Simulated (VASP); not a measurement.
# Si16Ge (a cell with a defect) in VASP: further runs

Si16Ge (a cell with a defect) is run at these levels: PBEsol; tasks: single point.

Program: VASP 6.6.1. These are calculated values, not measurements. Logs are shortened: lines on timing, memory, paths and dates and some standing lists are left out, and cuts for length are marked.

**1. The cell of the first run**

The cell holds a defect, 17 atoms: a = 7.679 Å, b = 7.679 Å, c = 7.679 Å, α = 60.00°, β = 60.00°, γ = 60.00°.

**2. Single point, PBEsol**

Input file INCAR:

```
SYSTEM = Si16Ge
PREC = Accurate
ENCUT = 520
EDIFF = 1E-6
ISMEAR = 0
SIGMA = 0.05
LREAL = Auto
LASPH = .True.
NELM = 60
ALGO = Normal
ISIF = 2
LWAVE = .False.
LCHARG = .True.
GGA = PS
LELF = .True.
LVHAR = .True.
NBANDS = 53
```

Input file KPOINTS:

```
Automatic mesh
0
Gamma
  2 2 2
  0 0 0
```

Input file POSCAR:

```
Si16Ge
1.0
    0.0000000000      5.4300000000      5.4300000000
    5.4300000000      0.0000000000      5.4300000000
    5.4300000000      5.4300000000      0.0000000000
Si Ge
16 1
Direct
    0.0167359116     -0.0058329650     -0.0054874770
    0.1268289134      0.1290802947      0.1279600368
   -0.0051577348      0.0057662063      0.4994063536
    0.1269408840      0.1286845304      0.6159454880
   -0.0052501842      0.5004483425      0.0043321363
    0.1267097606      0.6158775322      0.1282672192
   -0.0052092081      0.5002112339      0.4996377532
    0.1032879374      0.6327953039      0.6314741252
    0.5078624309      0.0073292818      0.0053570902
    0.6531280847      0.1155849908      0.1156113260
    0.5081329650      0.0065372007      0.4793381215
    0.6236830571      0.1387482505      0.6184734807
    0.5075569061      0.4794134438      0.0057731123
    0.6234282689      0.6194818600      0.1375107735
    0.4757316759      0.5084403315      0.5075605893
    0.6235521179      0.6193252302      0.6187117864
    0.4071003683      0.8644850829      0.8642316759
```

Potentials or basis: VASP PAW PBE potentials, release 64 (Si, Ge_d).

On the command line:

```console
> cat potpaw_PBE.64/Si/POTCAR potpaw_PBE.64/Ge_d/POTCAR > POTCAR
> mpirun -np 1 vasp_std > vasp.out
```

OUTCAR:

```text
SYSTEM = Si16Ge
   PREC = Accurate
   ENCUT = 520
   EDIFF = 1E-6
   ISMEAR = 0
   LREAL = Auto
   LASPH = .True.
   NELM = 60
   ISIF = 2
   GGA = PS

 ion  position               nearest neighbor table
   1  0.017  0.994  0.995-  10 2.28   6 2.37   2 2.38   4 2.38  17 2.45
   2  0.127  0.129  0.128-   5 2.33   3 2.33   1 2.38   9 2.39  17 2.87
   3  0.995  0.006  0.499-  12 2.33   2 2.33   4 2.33   8 2.34
   4  0.127  0.129  0.616-   7 2.33   3 2.33   1 2.38  11 2.39  17 2.87
   5  0.995  0.500  0.004-  14 2.33   6 2.33   2 2.33   8 2.34
   6  0.127  0.616  0.128-   5 2.33   7 2.33   1 2.37  13 2.39  17 2.88
   7  0.995  0.500  0.500-  16 2.33   6 2.33   4 2.33   8 2.34
   8  0.103  0.633  0.631-  15 2.34   5 2.34   7 2.34   3 2.34
   9  0.508  0.007  0.005-  10 2.29   2 2.39  17 2.42  12 2.43  14 2.43
  10  0.653  0.116  0.116-   1 2.28  11 2.29   9 2.29  13 2.29
  11  0.508  0.007  0.479-  10 2.29   4 2.39  17 2.42  12 2.43  16 2.43
  12  0.624  0.139  0.618-  15 2.32   3 2.33   9 2.43  11 2.43  17 2.67
  13  0.508  0.479  0.006-  10 2.29   6 2.39  17 2.42  16 2.43  14 2.43
  14  0.623  0.619  0.138-  15 2.33   5 2.33  13 2.43   9 2.43  17 2.67
  15  0.476  0.508  0.508-  12 2.32  16 2.32  14 2.33   8 2.34
  16  0.624  0.619  0.619-  15 2.32   7 2.33  13 2.43  11 2.43  17 2.67
  17  0.407  0.864  0.864-   9 2.42  11 2.42  13 2.42   1 2.45  14 2.67  16 2.67  12 2.67   2 2.87
                             4 2.87   6 2.88

  LATTYP: Found a face centered cubic cell.
 ALAT       =    10.8600000000

  Lattice vectors:

 A1 = (   0.0000000000,   5.4300000000,   5.4300000000)
 A2 = (   5.4300000000,   0.0000000000,   5.4300000000)
 A3 = (   5.4300000000,   5.4300000000,   0.0000000000)

Analysis of symmetry for initial positions (statically):
=====================================================================
 Subroutine PRICEL returns:
 Original cell was already a primitive cell.

 Routine SETGRP: Setting up the symmetry group for a
 face centered cubic supercell.

 Subroutine GETGRP returns: Found  1 space group operations
 (whereof  1 operations were pure point group operations)
 out of a pool of 48 trial point group operations.

The static configuration has the point symmetry C_1 .

Analysis of symmetry for dynamics (positions and initial velocities):
=====================================================================
 Subroutine PRICEL returns:
 Original cell was already a primitive cell.

 Routine SETGRP: Setting up the symmetry group for a
 face centered cubic supercell.

 Subroutine GETGRP returns: Found  1 space group operations
 (whereof  1 operations were pure point group operations)
 out of a pool of 48 trial point group operations.

[... 122 lines left out ...]
   TEBEG  =    0.0;   TEEND  =   0.0 temperature during run
   PSTRESS=    0.0 pullay stress
   NELECT =      78.0000    total number of electrons
   NUPDOWN=      -1.0000    fix difference up-down
   EMIN   =  10.00;   EMAX   =-10.00  energy-range for DOS
   EFERMI =   0.00;   METHOD = LEGACY
   ISMEAR =     0;   SIGMA  =   0.05  broadening in eV -4-tet -1-fermi 0-gaus
   EFERMI_NEDOS =   21; number of points for ismear=-14 and -15
   IALGO  =     38    algorithm
   IMIX   =      4    mixing-type and parameters
     AMIX     =   0.40;   BMIX     =  1.00
     AMIX_MAG =   1.60;   BMIX_MAG =  1.00
  volume/ion in A,a.u.               =      18.84       127.11
  Fermi-wavevector in a.u.,A,eV,Ry     =   1.022421  1.932096 14.222785  1.045345
  Thomas-Fermi vector in A             =   2.156100
   LORBIT       =      0    0 simple, 1 ext, 2 COOP (PROOUT), +10 PAW based schemes
   GGA     = PS    functional components
   LHFCALC =     F    Hartree Fock is set to
   AEXX    =    0.0000 exact exchange contribution
   IVDW    =     0    specifies the selected vdW correction
   LEPSILON=     F    determine dielectric tensor
   LRPA    =     F    only Hartree local field effects (RPA)
 non-spin polarized calculation
 Gauss-broadening in eV      SIGMA  =   0.05
  energy-cutoff  :      520.00
  volume of cell :      320.21
 maximum number of plane-waves:      8646
 NGX is ok and might be reduce to    60
   NGX = 29   NGY = 29   NGZ = 29

 number of electron      78.0000002 magnetization

 Free energy of the ion-electron system (eV)
  ---------------------------------------------------
  ext. energy  EPLUGINS =         0.00000000
  ---------------------------------------------------
  free energy    TOTEN  =       -92.73197493 eV

  energy without entropy =      -92.72303932  energy(sigma->0) =      -92.72750712

 E-fermi :   6.7915     XC(G=0):  -9.8874

 val. band max:        6.7906487258   @ k =   0.0000   0.0000   0.0000
 cond. band min:       6.8016904386   @ k =   0.0000   0.0000   0.0000
 fundamental gap:      0.0110417128
 Fermi energy:         6.7915005564

 k-point     1 :       0.0000    0.0000    0.0000
  band No.  band energies     occupation
      1     -18.2659      2.00000
      2     -18.2627      2.00000
      3     -18.2625      2.00000
      4     -18.2498      2.00000
      5     -18.2493      2.00000
      6      -6.5974      2.00000
[... 421 lines left out ...]
     50      10.2059      0.00000
     51      10.2749      0.00000
 [bands above 51 left out]

------------------------ aborting loop because EDIFF is reached ----------------------------------------

  FORCE on cell =-STRESS in cart. coord.  units (eV):
  Direction    XX          YY          ZZ          XY          YZ          ZX
  --------------------------------------------------------------------------------------
  -------------------------------------------------------------------------------------
  Total        9.1579118      9.1013183      9.1915723      0.1089832     -0.0763583      0.0635687
  in kB       45.8223708     45.5392005     45.9907939      0.5453063     -0.3820650      0.3180712
  external PRESSURE =      45.7841217 kB  Pullay stress =       0.0000000 kB

 VOLUME and BASIS-vectors are now :
 -----------------------------------------------------------------------------
  energy-cutoff  :      520.00
  volume of cell :      320.21
      direct lattice vectors                 reciprocal lattice vectors
     0.000000000  5.430000000  5.430000000    -0.092081031  0.092081031  0.092081031
     5.430000000  0.000000000  5.430000000     0.092081031 -0.092081031  0.092081031
     5.430000000  5.430000000  0.000000000     0.092081031  0.092081031 -0.092081031

 POSITION                                       TOTAL-FORCE (eV/Angst)
 -----------------------------------------------------------------------------------
     10.79853      5.49108      5.48920         0.067421     -0.069204     -0.061992
      1.39573      1.38350      1.38959        -0.014034     -0.002533     -0.005564
      2.74309      8.11377      5.43330        -0.028053      0.028023      0.004676
      4.04334      4.03387      1.38805         0.002689      0.013720     -0.004350
      2.74096      5.42501      8.11893        -0.022817      0.002953      0.024446
      4.04071      1.38453      4.03225         0.004179     -0.002913      0.014417
[... 9 lines left out ...]
      6.72254      6.74549      6.74882         0.000869      0.026815      0.028407
      9.38693      6.90333      6.90471         0.076840     -0.080047     -0.093945
 -----------------------------------------------------------------------------------
    total drift:                                0.006265     -0.000172     -0.004778

  FREE ENERGIE OF THE ION-ELECTRON SYSTEM (eV)
  ---------------------------------------------------
  free  energy   TOTEN  =       -92.7319749271 eV

  energy  without entropy=      -92.7230393207  energy(sigma->0) =      -92.72750712
```

OSZICAR:

```text
N       E                     dE             d eps       ncg     rms          rms(c)
DAV:   1     0.401150348922E+03    0.40115E+03   -0.29908E+04  1028   0.157E+03
DAV:   2    -0.266987298355E+02   -0.42785E+03   -0.39513E+03   933   0.385E+02
DAV:   3    -0.910427651402E+02   -0.64344E+02   -0.61709E+02  1053   0.104E+02
DAV:   4    -0.945155908046E+02   -0.34728E+01   -0.34203E+01  1088   0.279E+01
DAV:   5    -0.946226440346E+02   -0.10705E+00   -0.10667E+00  1059   0.482E+00    0.147E+01
DAV:   6    -0.932953052387E+02    0.13273E+01   -0.77946E-01  1024   0.306E+00    0.873E+00
DAV:   7    -0.927314977976E+02    0.56381E+00   -0.12708E+00   992   0.358E+00    0.608E-01
DAV:   8    -0.927312387204E+02    0.25908E-03   -0.90356E-02  1064   0.144E+00    0.330E-01
DAV:   9    -0.927317809965E+02   -0.54228E-03   -0.43315E-03  1064   0.267E-01    0.187E-01
DAV:  10    -0.927319301889E+02   -0.14919E-03   -0.28865E-04  1056   0.692E-02    0.719E-02
DAV:  11    -0.927319741147E+02   -0.43926E-04   -0.76244E-05   984   0.335E-02    0.152E-02
DAV:  12    -0.927319749271E+02   -0.81241E-06   -0.60576E-06  1064   0.958E-03
   1 F= -.92731975E+02 E0= -.92727507E+02  d E =-.893561E-02
```

stdout:

```text
POSCAR found type information on POSCAR SiGe
 POSCAR found :  2 types and      17 ions
 scaLAPACK will be used
 -----------------------------------------------------------------------------
|                                                                             |
|                                                                             |
|     You enforced a specific xc type in the INCAR file but a different       |
|     I HOPE YOU KNOW WHAT YOU ARE DOING!                                     |
|                                                                             |
 -----------------------------------------------------------------------------

 LDA part: xc-table for (Slater+PW92), standard interpolation
 POSCAR, INCAR and KPOINTS ok, starting setup
 FFT: planning ... GRIDC
 FFT: planning ... GRID_SOFT
 FFT: planning ... GRID
 WAVECAR not read
 entering main loop
```

Run time: 2.4 min. Hardware: 1 thread of Intel Xeon 6975P-C (Granite Rapids), shared host; peak memory 0.48 GiB.

Results:

- Free energy: -92.7320 eV
- Pressure: 4.6 GPa
- Largest force: 0.145 eV/Å
- Band gap on the k mesh: zero (bands 39 and 40 overlap by 0.27 eV)

Forces on the atoms (eV/Å):
```
Si   0.067 -0.069 -0.062
Si  -0.014 -0.003 -0.006
Si  -0.028  0.028  0.005
Si   0.003  0.014 -0.004
Si  -0.023  0.003  0.024
Si   0.004 -0.003  0.014
Si  -0.004  0.024  0.026
Si  -0.047  0.047  0.048
Si  -0.040 -0.009 -0.020
Si   0.060 -0.062 -0.055
Si   0.013  0.036 -0.018
Si  -0.028  0.028 -0.001
Si   0.021 -0.016  0.047
Si  -0.025 -0.001  0.029
Si  -0.036  0.036  0.039
Si   0.001  0.027  0.028
Ge   0.077 -0.080 -0.094
```

Levels at points of the mesh, in eV from the Fermi level:
| k point | band 37 | band 38 | band 39 | band 40 | band 41 | band 42 |
| --- | --- | --- | --- | --- | --- | --- |
| (0.00, 0.00, 0.00) | -0.68 | -0.67 | -0.32 | -0.20 | -0.20 | 0.00 |
| (0.50, 0.00, 0.00) | -1.37 | -1.37 | -0.32 | 0.44 | 0.45 | 0.98 |
| (0.00, 0.50, 0.00) | -1.40 | -1.34 | -0.27 | 0.43 | 0.63 | 0.81 |
| (0.00, 0.00, 0.50) | -1.40 | -1.34 | -0.27 | 0.42 | 0.64 | 0.81 |
| (0.50, 0.50, 0.50) | -1.40 | -1.34 | -0.27 | 0.43 | 0.63 | 0.81 |
| (0.50, 0.50, 0.00) | -1.80 | -1.22 | 0.06 | 0.74 | 1.05 | 1.13 |
| (0.00, 0.50, 0.50) | -1.81 | -1.23 | 0.06 | 0.74 | 1.05 | 1.12 |
| (0.50, 0.00, 0.50) | -1.81 | -1.23 | 0.07 | 0.74 | 1.04 | 1.12 |

Caveat: the k points lie up to 0.50 Å⁻¹ apart; the PAW data sets were made with another functional, which shifts forces and pressure a little.

**3. Single point, PBEsol**

Input file INCAR:

```
SYSTEM = Si16Ge
PREC = Accurate
ENCUT = 520
EDIFF = 1E-6
ISMEAR = 0
SIGMA = 0.05
LREAL = Auto
LASPH = .TRUE.
NELM = 100
ALGO = Normal
ISIF = 2
LWAVE = .FALSE.
LCHARG = .TRUE.
GGA = PS
LELF = .TRUE.
LVHAR = .TRUE.
NBANDS = 53
```

Input file KPOINTS:

```
Automatic mesh
0
G
  2 2 2
  0 0 0
```

Input file POSCAR:

```
Si16Ge
1.0
    0.0000000000      5.4300000000      5.4300000000
    5.4300000000      0.0000000000      5.4300000000
    5.4300000000      5.4300000000      0.0000000000
Si Ge
16 1
Direct
    0.0488719153     -0.0163019337     -0.0163639963
    0.1303809392      0.1298958564      0.1287724678
   -0.0113222836      0.0113121547      0.4997767956
    0.1305109576      0.1294914365      0.6107908840
   -0.0114946593      0.5007688766      0.0098880295
    0.1302302026      0.6108090239      0.1290517495
   -0.0113837017      0.5005102210      0.5001011971
    0.0877883057      0.6380418969      0.6366720994
    0.5096102210      0.0119120626      0.0094282689
    0.6801407919      0.1064459484      0.1067325046
    0.5097154696      0.0110957643      0.4690213628
    0.6177096685      0.1465277164      0.6174614180
    0.5096015654      0.4689816759      0.0099358195
    0.6176207182      0.6184135359      0.1455553407
    0.4613465930      0.5133163904      0.5123744015
    0.6176260589      0.6186118785      0.6175916206
    0.4466661142      0.8510071823      0.8514495396
```

Potentials or basis: VASP PAW PBE potentials, release 64 (Si, Ge_d).

On the command line:

```console
> cat potpaw_PBE.64/Si/POTCAR potpaw_PBE.64/Ge_d/POTCAR > POTCAR
> mpirun -np 1 vasp_std > vasp.out
```

OUTCAR:

```text
SYSTEM = Si16Ge
   PREC = Accurate
   ENCUT = 520
   EDIFF = 1E-6
   ISMEAR = 0
   LREAL = Auto
   LASPH = .TRUE.
   NELM = 100
   ISIF = 2
   GGA = PS

 ion  position               nearest neighbor table
   1  0.049  0.984  0.984-  10 2.31   4 2.35   2 2.35   6 2.36  17 2.49
   2  0.130  0.130  0.129-   5 2.33   3 2.33   1 2.35   9 2.38  17 3.03
   3  0.989  0.011  0.500-  12 2.33   2 2.33   4 2.33   8 2.35
   4  0.131  0.129  0.611-   3 2.33   7 2.33   1 2.35  11 2.38
   5  0.989  0.501  0.010-  14 2.33   2 2.33   6 2.33   8 2.35
   6  0.130  0.611  0.129-   5 2.33   7 2.33   1 2.36  13 2.38
   7  0.989  0.501  0.500-  16 2.33   4 2.33   6 2.33   8 2.35
   8  0.088  0.638  0.637-  15 2.34   5 2.35   3 2.35   7 2.35
   9  0.510  0.012  0.009-  10 2.30   2 2.38  17 2.43  12 2.46  14 2.47
  10  0.680  0.106  0.107-  11 2.30   9 2.30  13 2.30   1 2.31
  11  0.510  0.011  0.469-  10 2.30   4 2.38  17 2.44  12 2.46  16 2.47
  12  0.618  0.147  0.617-  15 2.31   3 2.33  11 2.46   9 2.46  17 2.58
  13  0.510  0.469  0.010-  10 2.30   6 2.38  17 2.43  16 2.47  14 2.47
  14  0.618  0.618  0.146-  15 2.31   5 2.33  13 2.47   9 2.47  17 2.57
  15  0.461  0.513  0.512-  16 2.31  12 2.31  14 2.31   8 2.34
[... 210 lines left out ...]
      2     -18.2108      2.00000
      3     -18.2105      2.00000
      4     -18.1913      2.00000
      5     -18.1906      2.00000
      6      -6.5443      2.00000
[... 421 lines left out ...]
     50      10.2194      0.00000
     51      10.3599      0.00000
 [bands above 51 left out]

------------------------ aborting loop because EDIFF is reached ----------------------------------------

  FORCE on cell =-STRESS in cart. coord.  units (eV):
  Direction    XX          YY          ZZ          XY          YZ          ZX
  --------------------------------------------------------------------------------------
  -------------------------------------------------------------------------------------
  Total        8.2461068      8.3007375      8.2230586      1.0462653     -0.9960294      0.9990021
  in kB       41.2600790     41.5334281     41.1447553      5.2350753     -4.9837157      4.9985896
  external PRESSURE =      41.3127541 kB  Pullay stress =       0.0000000 kB

 VOLUME and BASIS-vectors are now :
 -----------------------------------------------------------------------------
  energy-cutoff  :      520.00
  volume of cell :      320.21
      direct lattice vectors                 reciprocal lattice vectors
     0.000000000  5.430000000  5.430000000    -0.092081031  0.092081031  0.092081031
     5.430000000  0.000000000  5.430000000     0.092081031 -0.092081031  0.092081031
     5.430000000  5.430000000  0.000000000     0.092081031  0.092081031 -0.092081031

 POSITION                                       TOTAL-FORCE (eV/Angst)
 -----------------------------------------------------------------------------------
     10.68262      5.60652      5.60686         0.108868     -0.108636     -0.116290
      1.40457      1.40720      1.41330        -0.045644     -0.004077      0.000652
      2.77521      8.08231      5.42995        -0.024581      0.024743      0.030329
      4.01973      4.02527      1.41181         0.004625      0.043321      0.001670
      2.77287      5.42128      8.08676        -0.018986      0.033490      0.025899
      4.01744      1.40790      4.02384         0.000011      0.001827      0.049120
[... 9 lines left out ...]
      6.71259      6.70723      6.71277        -0.042686      0.024843      0.025217
      9.24434      7.04877      7.04637         0.218322     -0.232287     -0.232904
 -----------------------------------------------------------------------------------
    total drift:                               -0.002443      0.000345      0.005171

  FREE ENERGIE OF THE ION-ELECTRON SYSTEM (eV)
  ---------------------------------------------------
  free  energy   TOTEN  =       -92.5660357512 eV

  energy  without entropy=      -92.5540475941  energy(sigma->0) =      -92.56004167
```

Wall time 2.8 min (1 thread of Intel Xeon 6975P-C (Granite Rapids), shared host); peak memory 0.48 GiB.

What came out:

```yaml
Free_energy: -92.5660 eV
Pressure: 4.1 GPa
Largest_force: 0.395 eV/Å
Band_gap_on_the_k_mesh: zero (bands 39 and 40 overlap by 0.20 eV)
```

Forces in eV/Å, atoms in the order of the input:
```
Si   0.109 -0.109 -0.116
Si  -0.046 -0.004  0.001
Si  -0.025  0.025  0.030
Si   0.005  0.043  0.002
Si  -0.019  0.033  0.026
Si   0.000  0.002  0.049
Si  -0.032  0.018  0.027
Si  -0.061  0.059  0.056
Si  -0.144 -0.011 -0.032
Si   0.077 -0.079 -0.069
Si   0.017  0.147 -0.032
Si  -0.017  0.020  0.050
Si   0.029 -0.024  0.140
Si  -0.021  0.040  0.029
Si  -0.047  0.048  0.047
Si  -0.043  0.025  0.025
Ge   0.218 -0.232 -0.233
```

Stress tensor (GPa, compression positive):
```
 4.13  0.52  0.50
 0.52  4.15 -0.50
 0.50 -0.50  4.11
```

Caveat: the k points lie up to 0.50 Å⁻¹ apart; the PAW data sets were made with another functional, which shifts forces and pressure a little.

(Continued in part 2 of 2.)
